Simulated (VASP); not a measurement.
Write the native input for VASP 6.6.1 that does the following.

* Task: single point
* Functional: r2SCAN
* Dispersion: D3(BJ)
* Potentials or basis: VASP PAW PBE potentials, release 64 (La, B)
* Cutoff: 520 eV
* k mesh: 6 × 6 × 6
* Occupations: gaussian, width 0.05 eV
* Spin: no spin polarisation
* Dipole correction: no
* Further INCAR settings: ALGO = Normal; EDIFF = 1e-07; NBANDS = 24

LaB6:

```
CELL_PARAMETERS angstrom
4.11380 0.00000 0.00000
0.00000 4.11380 0.00000
0.00000 0.00000 4.11380
ATOMIC_POSITIONS crystal
La 0.00000 0.00000 0.00000
B 0.19956 0.50000 0.50000
B 0.80044 0.50000 0.50000
B 0.50000 0.50000 0.19956
B 0.50000 0.50000 0.80044
B 0.50000 0.19956 0.50000
B 0.50000 0.80044 0.50000
```

One way to write it, as run:

POSCAR

```
LaB6
1.0
    4.1137970424      0.0000000000      0.0000000000
    0.0000000000      4.1137970424      0.0000000000
    0.0000000000      0.0000000000      4.1137970424
La B
1 6
Direct
    0.0000000000      0.0000000000      0.0000000000
    0.1995568270      0.5000000000      0.5000000000
    0.8004431730      0.5000000000      0.5000000000
    0.5000000000      0.5000000000      0.1995568270
    0.5000000000      0.5000000000      0.8004431730
    0.5000000000      0.1995568270      0.5000000000
    0.5000000000      0.8004431730      0.5000000000
```

INCAR.step1

```
SYSTEM = LaB6
  ALGO = Normal
  EDIFF = 1E-4
  ENCUT = 520
  GGA = PE
  ISMEAR = 0
  LASPH = .TRUE.
  LCHARG = .FALSE.
  LREAL = .FALSE.
  LWAVE = .TRUE.
  NBANDS = 24
  NELM = 80
  PREC = Accurate
  SIGMA = 0.05
```

INCAR.step2

```
SYSTEM = LaB6
  ALGO = Normal
  EDIFF = 1E-7
  ENCUT = 520
  ISIF = 2
  ISMEAR = 0
  ISTART = 1
  IVDW = 12
  LASPH = .TRUE.
  LCHARG = .FALSE.
  LMIXTAU = .TRUE.
  LREAL = .FALSE.
  LWAVE = .FALSE.
  METAGGA = R2SCAN
  NBANDS = 24
  NELM = 80
  PREC = Accurate
  SIGMA = 0.05
  VDW_A1 = 0.49484001
  VDW_A2 = 5.73083694
  VDW_S6 = 1.0
  VDW_S8 = 0.78981345
```

KPOINTS

```
k-points
0
G
  6 6 6
  0 0 0
```

Potentials or basis: VASP PAW PBE potentials, release 64 (La, B).

The run is started by

```sh
$ cat potpaw_PBE.64/La/POTCAR potpaw_PBE.64/B/POTCAR > POTCAR
$ cp INCAR.step1 INCAR
$ mpirun -np 1 vasp_std > vasp.out
$ cp INCAR.step2 INCAR
$ mpirun -np 1 vasp_std > vasp.out
```

Results of the run:

| Quantity | Value |
| --- | --- |
| Pressure | 3.2 GPa |
| Largest force | 0.027 eV/Å |
| Band gap on the k mesh | zero (an odd number of electrons rules out a gap without spin polarisation) |
| Dispersion energy per atom | -0.124 eV |

Caveat: three body term missing; the cell stands under pressure; the PAW data sets were made with another functional, which shifts forces and pressure a little; spin-orbit coupling is left out, which moves the levels of the heavy elements.

It took 66 s on 1 thread of Intel(R) Xeon(R) 6975P-C (Granite Rapids) (shared host), peak memory 0.21 GiB.
